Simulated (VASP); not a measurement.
# Nb2C3 (P4/mmm) in VASP: further runs

Nb2C3 is run at these levels: PBE; tasks: relaxation of cell and atoms, single point.

Program: VASP 6.6.1. These are calculated values, not measurements. Logs are shortened: lines on timing, memory, paths and dates and some standing lists are left out, and cuts for length are marked.

## 1. The cell of the first run

The structure is tetragonal, space group P4/mmm (No. 123). Conventional cell: a = 3.785 Å, b = 3.785 Å, c = 4.722 Å, α = 90.00°, β = 90.00°, γ = 90.00°. Within 3.1 Å of Nb (site symmetry 4/mmm) lie 10 C at 2.36 to 3.03 Å and 4 Nb at 2.68 Å. Nb (site symmetry 4/mmm) has 4 Nb at 2.68 Å and 16 C at 3.03 to 3.57 Å within 3.6 Å. Within 2.5 Å of C (site symmetry mmm) lie 2 C at 1.89 Å. C (site symmetry 4/mmm) has 4 C at 1.89 Å and 2 Nb at 2.36 Å within 2.5 Å.

The cell was generated, and may not be a known phase.

## 2. Relaxation of cell and atoms, PBE

Input file INCAR:

```
ALGO = Normal
EDIFF = 1E-6
EDIFFG = -0.04
ENCUT = 600
GGA = PE
IBRION = 2
ISIF = 3
ISMEAR = 0
LASPH = True
LCHARG = False
LREAL = False
LWAVE = False
NELM = 100
NSW = 90
PREC = Accurate
SIGMA = 0.1
```

Input file KPOINTS:

```
k-points
0
Gamma
  4 4 4
```

Input file POSCAR:

```
Nb2C3
1.0
    3.7848734900      0.0000000000      0.0000000000
    0.0000000000      3.7848734900      0.0000000000
    0.0000000000      0.0000000000      4.7222712400
Nb C
2 3
Direct
    0.0000000000      0.0000000000      0.0000000000
    0.5000000000      0.5000000000      0.0000000000
    0.0000000000      0.5000000000      0.5000000000
    0.5000000000      0.0000000000      0.5000000000
    0.0000000000      0.0000000000      0.5000000000
```

Potentials or basis: VASP PAW PBE potentials, release 64 (Nb_sv, C).

Launch:

```sh
$ cat potpaw_PBE.64/Nb_sv/POTCAR potpaw_PBE.64/C/POTCAR > POTCAR
$ mpirun -np 1 vasp_std > vasp.out
```

OUTCAR:

```text
EDIFF = 1E-6
   EDIFFG = -0.04
   ENCUT = 600
   GGA = PE
   IBRION = 2
   ISIF = 3
   ISMEAR = 0
   LASPH = True
   LREAL = False
   NELM = 100
   NSW = 90
   PREC = Accurate

 ion  position               nearest neighbor table
   1  0.000  0.000  0.000-   5 2.36   5 2.36   2 2.68   2 2.68   2 2.68   2 2.68
   2  0.500  0.500  0.000-   1 2.68   1 2.68   1 2.68   1 2.68
   3  0.000  0.500  0.500-   5 1.89   5 1.89
   4  0.500  0.000  0.500-   5 1.89   5 1.89
   5  0.000  0.000  0.500-   3 1.89   4 1.89   3 1.89   4 1.89   1 2.36   1 2.36

  LATTYP: Found a simple tetragonal cell.
 ALAT       =     3.7848734900
 C/A-ratio  =     1.2476695066

  Lattice vectors:

 A1 = (   3.7848734900,   0.0000000000,   0.0000000000)
 A2 = (   0.0000000000,   3.7848734900,   0.0000000000)
 A3 = (   0.0000000000,   0.0000000000,   4.7222712400)

Analysis of symmetry for initial positions (statically):
=====================================================================
 Subroutine PRICEL returns:
 Original cell was already a primitive cell.

 Routine SETGRP: Setting up the symmetry group for a
 simple tetragonal supercell.

 Subroutine GETGRP returns: Found 16 space group operations
 (whereof 16 operations were pure point group operations)
 out of a pool of 16 trial point group operations.

The static configuration has the point symmetry D_4h.

Analysis of symmetry for dynamics (positions and initial velocities):
=====================================================================
 Subroutine PRICEL returns:
 Original cell was already a primitive cell.

 Routine SETGRP: Setting up the symmetry group for a
 simple tetragonal supercell.

 Subroutine GETGRP returns: Found 16 space group operations
 (whereof 16 operations were pure point group operations)
 out of a pool of 16 trial point group operations.

The dynamic configuration has the point symmetry D_4h.

 Subroutine INISYM returns: Found 16 space group operations
 (whereof 16 operations are pure point group operations),
 and found     1 'primitive' translations

----------------------------------------------------------------------------------------

                                     Primitive cell

  volume of cell :      67.6478

  direct lattice vectors                    reciprocal lattice vectors
     3.784873490  0.000000000  0.000000000     0.264209624  0.000000000  0.000000000
     0.000000000  3.784873490  0.000000000     0.000000000  0.264209624  0.000000000
     0.000000000  0.000000000  4.722271240     0.000000000  0.000000000  0.211762508

  length of vectors
     3.784873490  3.784873490  4.722271240     0.264209624  0.264209624  0.211762508

  position of ions in fractional coordinates (direct lattice)
     0.000000000  0.000000000  0.000000000
     0.500000000  0.500000000  0.000000000
     0.000000000  0.500000000  0.500000000
     0.500000000  0.000000000  0.500000000
     0.000000000  0.000000000  0.500000000

  ion indices of the primitive-cell ions
   primitive index   ion index
                 1           1
                 2           2
                 3           3
                 4           4
                 5           5

----------------------------------------------------------------------------------------

 KPOINTS: k-points

Automatic generation of k-mesh.
 Grid dimensions read from file:
 generate k-points for:    4    4    4

 Generating k-lattice:

  Cartesian coordinates                     Fractional coordinates (reciprocal lattice)
     0.066052406  0.000000000  0.000000000     0.250000000  0.000000000  0.000000000
     0.000000000  0.066052406  0.000000000     0.000000000  0.250000000  0.000000000
     0.000000000  0.000000000  0.052940627     0.000000000  0.000000000  0.250000000

  Length of vectors
     0.066052406  0.066052406  0.052940627

  Shift w.r.t. Gamma in fractional coordinates (k-lattice)
     0.000000000  0.000000000  0.000000000

 Subroutine IBZKPT returns following result:
 ===========================================

 Found     18 irreducible k-points:

[... 39 lines left out ...]
   GGA     = PE    functional components
   LHFCALC =     F    Hartree Fock is set to
   AEXX    =    0.0000 exact exchange contribution
   IVDW    =     0    specifies the selected vdW correction
   LEPSILON=     F    determine dielectric tensor
   LRPA    =     F    only Hartree local field effects (RPA)
 conjugate gradient relaxation of ions
 non-spin polarized calculation
 Gauss-broadening in eV      SIGMA  =   0.10
  energy-cutoff  :      600.00
  volume of cell :       67.65
 maximum number of plane-waves:      2291
   NGX = 15   NGY = 15   NGZ = 19

--------------------------------------- Ionic step        1  -------------------------------------------

 number of electron      38.0000000 magnetization

 Free energy of the ion-electron system (eV)
  ---------------------------------------------------
  ext. energy  EPLUGINS =         0.00000000
  ---------------------------------------------------
  free energy    TOTEN  =       -35.90649252 eV

  energy without entropy =      -35.87752401  energy(sigma->0) =      -35.89200827

 E-fermi :   8.0630     XC(G=0): -11.6246

 val. band max:        8.0625583257   @ k =   0.5000   0.2500   0.2500
 cond. band min:       8.1121642274   @ k =   0.2500   0.2500   0.2500
 fundamental gap:      0.0496059017
 Fermi energy:         8.0630121907

 k-point     1 :       0.0000    0.0000    0.0000
  band No.  band energies     occupation
      1     -47.3210      2.00000
      2     -46.8963      2.00000
      3     -23.8794      2.00000
      4     -23.8794      2.00000
      5     -23.3526      2.00000
      6     -22.9682      2.00000
[... 15 lines left out ...]
     22       9.2510      0.00000
     23       9.8853      0.00000
[... 657 lines left out ...]
 POSITION                                       TOTAL-FORCE (eV/Angst)
 -----------------------------------------------------------------------------------
      0.00000      0.00000      0.00000        -0.000000      0.000000      0.000000
      1.91192      1.91192      0.00000        -0.000000      0.000000      0.000000
     -0.00000      1.91192      2.00956         0.000000     -0.000000      0.000000
      1.91192      0.00000      2.00956        -0.000000      0.000000      0.000000
     -0.00000      0.00000      2.00956        -0.000000      0.000000      0.000000
 -----------------------------------------------------------------------------------
    total drift:                                0.000000      0.000000     -0.000000

  FREE ENERGIE OF THE ION-ELECTRON SYSTEM (eV)
  ---------------------------------------------------
  free  energy   TOTEN  =       -37.7229618724 eV

  energy  without entropy=      -37.7127948893  energy(sigma->0) =      -37.71787838

--------------------------------------- Ionic step        7  -------------------------------------------

 number of electron      37.9999998 magnetization

 Free energy of the ion-electron system (eV)
  ---------------------------------------------------
  ext. energy  EPLUGINS =         0.00000000
  ---------------------------------------------------
  free energy    TOTEN  =       -37.73854533 eV

  energy without entropy =      -37.72673970  energy(sigma->0) =      -37.73264251

 E-fermi :  10.3681     XC(G=0): -12.4519

 val. band max:       10.3293098521   @ k =   0.2500   0.2500   0.0000
 cond. band min:      10.4290908112   @ k =   0.5000   0.0000   0.0000
 fundamental gap:      0.0997809591
 Fermi energy:        10.3681395085

 k-point     1 :       0.0000    0.0000    0.0000
  band No.  band energies     occupation
      1     -45.1704      2.00000
      2     -44.6589      2.00000
      3     -21.6792      2.00000
      4     -21.6792      2.00000
      5     -21.3789      2.00000
      6     -20.9925      2.00000
[... 15 lines left out ...]
     22      10.7307      0.00000
     23      12.5374      0.00000
[... 462 lines left out ...]
 POSITION                                       TOTAL-FORCE (eV/Angst)
 -----------------------------------------------------------------------------------
      0.00000      0.00000      0.00000        -0.000000      0.000000      0.000000
      1.90030      1.90030      0.00000        -0.000000      0.000000      0.000000
     -0.00000      1.90030      1.99141         0.000000     -0.000000      0.000000
      1.90030      0.00000      1.99141        -0.000000      0.000000      0.000000
     -0.00000      0.00000      1.99141        -0.000000      0.000000      0.000000
 -----------------------------------------------------------------------------------
    total drift:                                0.000000      0.000000     -0.000000

  FREE ENERGIE OF THE ION-ELECTRON SYSTEM (eV)
  ---------------------------------------------------
  free  energy   TOTEN  =       -37.7385453298 eV

  energy  without entropy=      -37.7267396958  energy(sigma->0) =      -37.73264251

 reached required accuracy - stopping structural energy minimisation
```

Wall time 5.9 min (1 thread of Intel Xeon 8259CL, shared host); peak memory 0.21 GiB.

Results:

| Item | Value |
| --- | --- |
| Free energy | -37.7385 eV |
| Relaxed volume | 11.51 Å³/atom |
| Relaxed cell | a = 3.801 Å, b = 3.801 Å, c = 3.983 Å, α = 90.00°, β = 90.00°, γ = 90.00° |
| Space group after relaxing (to 0.1 Å) | P4/mmm (No. 123) |
| Energy gained by relaxing | 366.4 meV/atom |
| Ionic steps | 7 |
| Pressure after relaxing | 0.0 GPa |
| Band gap on the k mesh | zero (bands 19 and 20 overlap by 1.35 eV) |

Step by step:
```csv
step,energy change (eV),largest force (eV/Å),pressure (GPa),volume (Å³)
1,0.0000,0.0000,-18.71,67.65
2,-1.5724,0.0000,16.37,52.96
3,-1.6256,0.0000,8.27,54.81
4,-1.6847,0.0000,4.66,56.60
5,-1.8012,0.0000,5.72,55.84
6,-1.8165,0.0000,-3.73,58.77
7,-1.8321,0.0000,0.00,57.53
```

Final structure:
```
CELL_PARAMETERS angstrom
3.80059 0.00000 0.00000
0.00000 3.80059 0.00000
0.00000 0.00000 3.98282
ATOMIC_POSITIONS crystal
Nb 0.00000 0.00000 0.00000
Nb 0.50000 0.50000 0.00000
C 0.00000 0.50000 0.50000
C 0.50000 0.00000 0.50000
C 0.00000 0.00000 0.50000
```

Levels at points of the mesh, in eV from the Fermi level:
```csv
k point,band 15,band 16,band 17,band 18,band 19,band 20,band 21,band 22,band 23
"(0.00, 0.00, 0.00)",-3.46,-2.97,-2.49,-1.53,-1.53,-0.64,0.36,0.36,2.17
"(0.50, 0.00, 0.00)",-2.78,-2.00,-0.28,-0.12,-0.11,0.06,0.19,0.31,0.70
"(0.50, 0.50, 0.00)",-2.93,-2.28,-0.62,-0.07,0.42,2.46,2.46,2.95,3.04
"(0.00, 0.00, 0.50)",-4.97,-4.08,-3.37,-1.22,-1.22,0.54,2.37,2.37,2.95
"(0.50, 0.00, 0.50)",-3.71,-2.96,-0.95,-0.19,-0.10,0.60,0.71,0.89,1.38
"(0.50, 0.50, 0.50)",-2.90,-2.65,-2.63,0.52,0.52,1.07,1.07,1.19,1.19
```

Caveat: the k points lie up to 0.41 Å⁻¹ apart in the final cell, too coarse for converged energies and pressures of a metal; a cell axis changed by over 15 % at a fixed basis, so the end point is rough.

## 3. Single point, PBE, collinear spin

This run uses another cell than the first one, of 11.53 Å³/atom.

Input file INCAR:

```
PREC = Accurate ; ENCUT = 520
EDIFF = 1E-6 ; ISMEAR = 0
SIGMA = 0.1 ; LREAL = False
LASPH = True ; NELM = 150
ALGO = Normal ; ISIF = 2
LWAVE = False ; LCHARG = False
ISPIN = 2 ; MAGMOM = 1 1 0 0 0
LORBIT = 11 ; LMAXMIX = 4
GGA = PE ; NBANDS = 31
```

Input file KPOINTS:

```
regular mesh
0
Gamma
  4 4 4
```

Changes to POSCAR since step 2:

```diff
@@ -2,5 +2,5 @@
 1.0
-    3.7848734900      0.0000000000      0.0000000000
-    0.0000000000      3.7848734900      0.0000000000
-    0.0000000000      0.0000000000      4.7222712400
+    3.8036036658      0.0000000000      0.0000000000
+    0.0000000000      3.8036036658      0.0000000000
+    0.0000000000      0.0000000000      3.9856795859
 Nb C
```

Potentials or basis: VASP PAW PBE potentials, release 64 (Nb_sv, C).

Launch:

```sh
$ cat potpaw_PBE.64/Nb_sv/POTCAR potpaw_PBE.64/C/POTCAR > POTCAR
$ mpirun -np 1 vasp_std > vasp.out
```

Run time: 92 s. Hardware: 1 thread of Intel Xeon 8259CL, shared host; peak memory 0.2 GiB.

The run converged. Its results:

```
Free energy                                           : -37.7277 eV
Pressure                                              : -0.3 GPa
Band gap on the k mesh                                : zero (filled and empty bands overlap)
Net moment                                            : 0.00 μB per cell
Valence electrons inside the program's atomic spheres : Nb 10.96, 10.68; C 2.12, 2.35 (each value once)
```

Stress tensor (GPa, compression positive):
```
-0.22  0.00  0.00
 0.00 -0.22  0.00
 0.00  0.00 -0.53
```

Levels at points of the mesh, in eV from the Fermi level:
Spin up:
```
           k point  band 16  band 17  band 18  band 19  band 20  band 21  band 22  band 23
(0.00, 0.00, 0.00)    -2.96    -2.48    -1.52    -1.52    -0.63     0.36     0.36     2.16
(0.50, 0.00, 0.00)    -1.99    -0.28    -0.13    -0.10     0.06     0.19     0.31     0.64
(0.50, 0.50, 0.00)    -2.27    -0.62    -0.07     0.42     2.46     2.46     2.95     3.03
(0.00, 0.00, 0.50)    -4.08    -3.36    -1.21    -1.21     0.54     2.37     2.37     2.95
(0.50, 0.00, 0.50)    -2.95    -0.95    -0.19    -0.11     0.60     0.71     0.89     1.29
(0.50, 0.50, 0.50)    -2.65    -2.62     0.52     0.52     1.07     1.07     1.19     1.19
```
Spin down:
```csv
k point,band 17,band 18,band 19,band 20,band 21,band 22
"(0.00, 0.00, 0.00)",-2.48,-1.52,-1.52,-0.63,0.36,0.36
"(0.50, 0.00, 0.00)",-0.28,-0.13,-0.10,0.06,0.19,0.31
"(0.50, 0.50, 0.00)",-0.62,-0.07,0.42,2.46,2.46,2.95
"(0.00, 0.00, 0.50)",-3.36,-1.21,-1.21,0.54,2.37,2.37
"(0.50, 0.00, 0.50)",-0.95,-0.19,-0.11,0.60,0.71,0.89
"(0.50, 0.50, 0.50)",-2.62,0.52,0.52,1.07,1.07,1.19
```

Caveat: the k points lie up to 0.41 Å⁻¹ apart, too coarse for converged energies and pressures of a metal.

## 4. Single point, PBE

This run uses another cell than the first one, of 11.56 Å³/atom.

Input file INCAR:

```
SYSTEM = Nb2C3
  PREC = Accurate
  ENCUT = 520
  EDIFF = 1E-7
  ISMEAR = 0
  SIGMA = 0.1
  LREAL = .FALSE.
  LASPH = .TRUE.
  NELM = 60
  ALGO = Normal
  ISIF = 2
  LWAVE = .FALSE.
  LCHARG = .TRUE.
  GGA = PE
  LELF = .TRUE.
  LVHAR = .TRUE.
  NBANDS = 27
```

Input file KPOINTS:

```
Automatic mesh
0
G
  10 10 10
  0 0 0
```

Changes to POSCAR since step 3:

```diff
@@ -2,5 +2,5 @@
 1.0
-    3.8036036658      0.0000000000      0.0000000000
-    0.0000000000      3.8036036658      0.0000000000
-    0.0000000000      0.0000000000      3.9856795859
+    3.8294897576      0.0000000000      0.0000000000
+    0.0000000000      3.8294897576      0.0000000000
+    0.0000000000      0.0000000000      3.9419569514
 Nb C
```

Launch:

```sh
$ cat potpaw_PBE.64/Nb_sv/POTCAR potpaw_PBE.64/C/POTCAR > POTCAR
$ mpirun -np 1 vasp_std > vasp.out
```

Wall time 4.8 min (1 thread of Intel Xeon 8259CL, shared host); peak memory 0.28 GiB.

Results (log left out):

```
Free energy            : -37.6509 eV
Pressure               : -0.2 GPa
Band gap on the k mesh : zero (bands 19 and 20 overlap by 1.71 eV)
```

Stress tensor (GPa, compression positive):
```
-0.13  0.00  0.00
 0.00 -0.13  0.00
 0.00  0.00 -0.41
```

Levels at points of the mesh, in eV from the Fermi level:
```tsv
k point	band 15	band 16	band 17	band 18	band 19	band 20	band 21	band 22	band 23	band 24
(0.00, 0.00, 0.00)	-3.27	-2.77	-2.18	-1.35	-1.35	-0.51	0.42	0.42	2.27	2.46
(0.50, 0.00, 0.00)	-2.70	-1.92	-0.12	-0.03	0.01	0.16	0.30	0.47	0.68	0.88
(0.50, 0.50, 0.00)	-2.83	-2.09	-0.36	-0.06	0.43	2.40	2.40	3.08	3.08	3.11
(0.00, 0.00, 0.50)	-4.93	-4.07	-3.17	-1.17	-1.17	0.77	2.68	2.68	3.21	4.53
(0.50, 0.00, 0.50)	-3.69	-2.88	-0.86	-0.10	-0.01	0.70	0.87	1.03	1.37	1.46
(0.50, 0.50, 0.50)	-2.80	-2.51	-2.48	0.75	0.75	1.03	1.03	1.24	1.26	1.36
```

## 5. Relaxation of cell and atoms, PBE

This run uses another cell than the first one, of 11.53 Å³/atom.

Input file INCAR:

```
SYSTEM = Nb2C3
ALGO = Normal ; EDIFF = 1E-6
EDIFFG = -0.01 ; ENCUT = 600
GGA = PE ; IBRION = 2
ISIF = 3 ; ISMEAR = 0
LASPH = .True. ; LCHARG = .False.
LREAL = .False. ; LWAVE = .False.
NELM = 100 ; NSW = 100
PREC = Accurate ; SIGMA = 0.1
```

Input file KPOINTS:

```
k-points
0
Gamma
  10 10 10
  0 0 0
```

Changes to POSCAR since step 4:

```diff
@@ -2,5 +2,5 @@
 1.0
-    3.8294897576      0.0000000000      0.0000000000
-    0.0000000000      3.8294897576      0.0000000000
-    0.0000000000      0.0000000000      3.9419569514
+    3.8036036658      0.0000000000      0.0000000000
+    0.0000000000      3.8036036658      0.0000000000
+    0.0000000000      0.0000000000      3.9856795859
 Nb C
```

Launch:

```sh
$ cat potpaw_PBE.64/Nb_sv/POTCAR potpaw_PBE.64/C/POTCAR > POTCAR
$ mpirun -np 1 vasp_std > vasp.out
```

Run time: 23 min. Hardware: 1 thread of Intel Xeon 8259CL, shared host; peak memory 0.31 GiB.

The run converged. Its results:

```
Free energy                           : -37.6521 eV
Relaxed volume                        : 11.54 Å³/atom
Relaxed cell                          : a = 3.828 Å, b = 3.828 Å, c = 3.938 Å, α = 90.00°, β = 90.00°, γ = 90.00°
Space group after relaxing (to 0.1 Å) : P4/mmm (No. 123)
Energy gained by relaxing             : 2.3 meV/atom
Ionic steps                           : 5
Pressure after relaxing               : 0.0 GPa
Band gap on the k mesh                : zero (bands 19 and 20 overlap by 1.71 eV)
```

Stress tensor (GPa, compression positive):
```
0.00 0.00 0.00
0.00 0.00 0.00
0.00 0.00 0.08
```

The path:
| step | energy change (eV) | largest force (eV/Å) | pressure (GPa) | volume (Å³) |
| --- | --- | --- | --- | --- |
| 1 | 0.0000 | 0.0000 | -0.61 | 57.66 |
| 2 | -0.0099 | 0.0000 | 1.32 | 57.29 |
| 3 | -0.0103 | 0.0000 | 1.04 | 57.35 |
| 4 | -0.0114 | 0.0000 | -0.40 | 57.88 |
| 5 | -0.0117 | 0.0000 | 0.03 | 57.71 |

Final structure:
```yaml
crystal:
  lattice:
    - [3.82842, 0.00000, 0.00000]
    - [0.00000, 3.82842, 0.00000]
    - [0.00000, 0.00000, 3.93751]
  atoms:
    - { symbol: Nb, position: [0.00000, 0.00000, 0.00000] }
    - { symbol: Nb, position: [0.50000, 0.50000, 0.00000] }
    - { symbol: C, position: [0.00000, 0.50000, 0.50000] }
    - { symbol: C, position: [0.50000, 0.00000, 0.50000] }
    - { symbol: C, position: [0.00000, 0.00000, 0.50000] }
```

Levels at points of the mesh, in eV from the Fermi level:
```
           k point  band 16  band 17  band 18  band 19  band 20  band 21  band 22  band 23
(0.00, 0.00, 0.00)    -2.77    -2.17    -1.35    -1.35    -0.51     0.42     0.42     2.28
(0.50, 0.00, 0.00)    -1.93    -0.12    -0.03     0.01     0.17     0.30     0.47     0.68
(0.50, 0.50, 0.00)    -2.09    -0.34    -0.06     0.42     2.40     2.40     3.09     3.12
(0.00, 0.00, 0.50)    -4.07    -3.17    -1.18    -1.18     0.78     2.69     2.69     3.23
(0.50, 0.00, 0.50)    -2.89    -0.86    -0.10     0.00     0.70     0.88     1.03     1.37
(0.50, 0.50, 0.50)    -2.51    -2.48     0.76     0.76     1.03     1.03     1.24     1.26
```

## 6. Summary

| task | spin | cell | k mesh | cutoff (eV) | gap on the mesh (eV) | pressure (GPa) | relaxed volume (Å³/atom) |
| --- | --- | --- | --- | --- | --- | --- | --- |
| relaxation of cell and atoms | off | relaxed from a = 3.785, b = 3.785, c = 4.722 Å, 5 atoms | 4 × 4 × 4 | 600 | none | 0.0 | 11.51 |
| single point | collinear | a = 3.804, b = 3.804, c = 3.986 Å, 5 atoms | 4 × 4 × 4 | 520 | none | -0.3 | - |
| single point | off | a = 3.829, b = 3.829, c = 3.942 Å, 5 atoms | 10 × 10 × 10 | 520 | none | -0.2 | - |
| relaxation of cell and atoms | off | relaxed from a = 3.804, b = 3.804, c = 3.986 Å, 5 atoms | 10 × 10 × 10 | 600 | none | 0.0 | 11.54 |

Alike in all rows: level PBE; potentials or basis VASP PAW PBE potentials, release 64 (Nb_sv, C); smearing gaussian 0.1 eV.

Caveats: some runs use coarse meshes; a cell axis changed by over 15 % at a fixed basis, so the end point is rough (at least some runs).

Absolute energies hang on the potentials; compare differences alone.

The gap in the log of VASP goes by the Fermi energy; the results here count the filled bands.